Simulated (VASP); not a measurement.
Here is a VASP 6.6.1 calculation.

File INCAR:

```
SYSTEM = CaHN
ALGO     = Normal         ! electronic algorithm
EDIFF    = 1E-6           ! SCF threshold, eV
ENCUT    = 520            ! plane-wave cutoff, eV
ISIF     = 2              ! what is computed and relaxed
ISMEAR   = 0              ! smearing method
LASPH    = .TRUE.         ! aspherical terms in the spheres
LCHARG   = .TRUE.         ! write CHGCAR
LELF     = .TRUE.         ! ELF
LREAL    = .FALSE.        ! projectors in reciprocal space
LVHAR    = .TRUE.       
LWAVE    = .FALSE.        ! write WAVECAR
NBANDS   = 15             ! bands
NELM     = 60             ! most SCF steps
PREC     = Accurate       ! precision mode
SIGMA    = 0.01           ! smearing width, eV
```

File KPOINTS:

```
k-points
0
G
  8 8 8
  0 0 0
```

Contents of POSCAR:

```
CaHN
1.0
   -1.7640400000      1.7640400000      2.8390300000
    1.7640400000     -1.7640400000      2.8390300000
    1.7640400000      1.7640400000     -2.8390300000
Ca H N
1 1 1
Direct
    0.0517200000      0.0517200000      0.0000000000
    0.6399400000      0.6399400000      0.0000000000
    0.4583500000      0.4583500000      0.0000000000
```

Potentials or basis: VASP PAW LDA potentials, release 64 (Ca_sv, H, N).

Command:

```console
$ cat potpaw_LDA.64/Ca_sv/POTCAR potpaw_LDA.64/H/POTCAR potpaw_LDA.64/N/POTCAR > POTCAR
$ mpirun -np 1 vasp_std > vasp.out
```

Task: Predict the band gap on the k mesh.

Result: 2.09 eV, direct.

Task: Estimate the pressure.

Result: -4.3 GPa.

Task: Estimate the largest force.

Result: 0.542 eV/Å.

Stress tensor (GPa, compression positive):
```
-4.73  0.00  0.00
 0.00 -4.73  0.00
 0.00  0.00 -3.40
```

A hybrid or GW would open this gap; LDA tends to underestimate it.
